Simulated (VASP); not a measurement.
The system is BeZn2Te3.

```xyz
6
Lattice="6.7160 0.0000 0.0000 -3.3580 5.8162 0.0000 0.0000 0.0000 4.3300" Properties=species:S:1:pos:R:3 pbc="T T T"
Be    0.0000    0.0000    0.0000
Zn    0.0000    3.8775    0.0000
Zn    3.3580    1.9387    0.0000
Te    1.6790    2.9081    2.1650
Te   -1.6790    2.9081    2.1650
Te    3.3580    0.0000    2.1650
```

The cell was generated, and may not be a known phase.

* Program: VASP 6.6.1
* Task: relaxation of cell and atoms
* Functional: PBE
* Potentials or basis: VASP PAW PBE potentials, release 64 (Be, Zn, Te)
* Cutoff: 600 eV
* k mesh: 6 × 6 × 10
* Occupations: gaussian, width 0.1 eV
* Spin: no spin polarisation

At the start: pressure 0.1 GPa; volume 28.19 Å³/atom.

**Question.** How do energy, volume and symmetry change on relaxing?

**Answer.** Over 7 steps the energy falls by 17.6 meV/atom and the volume is 28.67 Å³/atom (+1.7 %); space group P6/mmm (No. 191, to 0.1 Å) before and after.

Step by step:
```tsv
step	energy change (eV)	largest force (eV/Å)	pressure (GPa)	volume (Å³)
1	0.0000	0.0000	0.13	169.14
2	-0.0275	0.0000	0.08	169.66
3	-0.0892	0.0000	-0.01	170.97
4	-0.0692	0.0000	0.20	172.41
5	-0.1005	0.0000	-0.06	171.66
6	-0.1058	0.0000	-0.07	171.97
7	-0.1058	0.0000	0.00	172.00
```

Final structure:
```cif
data_structure
_symmetry_space_group_name_H-M 'P 1'
_symmetry_Int_Tables_number 1
_cell_length_a 7.0914
_cell_length_b 7.0914
_cell_length_c 3.9495
_cell_angle_alpha 90.000
_cell_angle_beta 90.000
_cell_angle_gamma 120.000
_cell_volume 172.00
loop_
_atom_site_label
_atom_site_type_symbol
_atom_site_fract_x
_atom_site_fract_y
_atom_site_fract_z
_atom_site_occupancy
Be1 Be 0.00000 0.00000 0.00000 1
Zn1 Zn 0.33333 0.66667 0.00000 1
Zn2 Zn 0.66667 0.33333 0.00000 1
Te1 Te 0.50000 0.50000 0.50000 1
Te2 Te 0.00000 0.50000 0.50000 1
Te3 Te 0.50000 0.00000 0.50000 1
```
